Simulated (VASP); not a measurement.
Write the native input for VASP 6.6.1 that does the following.

- Task: relaxation of shape and atoms at fixed volume
- Functional: PBE
- Potentials or basis: VASP PAW PBE potentials, release 64 (Li_sv, Al)
- Cutoff: 600 eV
- k mesh: 12 × 12 × 4
- Occupations: gaussian, width 0.1 eV
- Spin: no spin polarisation
- Dipole correction: no
- Further INCAR settings: ALGO = Fast; EDIFF = 1e-07; IBRION = 2; EDIFFG = -0.01; NSW = 50; ISIF = 4

The structure of LiAl5 lies in POSCAR:

```
LiAl5
1.0
    2.9212467159      0.0000000000      0.0000000000
    0.0000000000      2.9212467159      0.0000000000
    0.0000000000      0.0000000000     12.4000470418
Li Al
1 5
Direct
    0.0000000000      0.0000000000      0.0000000000
    0.5000000000      0.5000000000      0.8261784228
    0.0000000000      0.0000000000      0.6635668692
    0.5000000000      0.5000000000      0.5000000000
    0.0000000000      0.0000000000      0.3364331308
    0.5000000000      0.5000000000      0.1738215772
```

These files were run (other wordings do the same):

INCAR

```
SYSTEM = LiAl5
  ALGO = Fast
  EDIFF = 1E-7
  EDIFFG = -0.01
  ENCUT = 600
  GGA = PE
  IBRION = 2
  ISIF = 4
  ISMEAR = 0
  LASPH = .True.
  LCHARG = .False.
  LREAL = .False.
  LWAVE = .False.
  NELM = 80
  NSW = 50
  PREC = Accurate
  SIGMA = 0.1
```

KPOINTS

```
k-points
0
Gamma
  12 12 4
  0 0 0
```

Potentials or basis: VASP PAW PBE potentials, release 64 (Li_sv, Al).

Run with:

```sh
$ cat potpaw_PBE.64/Li_sv/POTCAR potpaw_PBE.64/Al/POTCAR > POTCAR
$ mpirun -np 1 vasp_std > vasp.out
```

It gave:

```
Energy gained by relaxing    : 0.3 meV/atom
Ionic steps                  : 7
Pressure after relaxing      : -3.1 GPa
Largest force after relaxing : 0.006 eV/Å
Band gap on the k mesh       : zero (bands 9 and 10 overlap by 6.52 eV)
```

Caveat: the cutoff is under 1.25 times the usual one of these potentials, so pressure, stress and relaxed cells hold a basis-set (Pulay) error.

It took 5.8 min on 1 thread of Intel(R) Xeon(R) Platinum 8559C (Emerald Rapids), with other jobs on the host, peak memory 0.31 GiB.
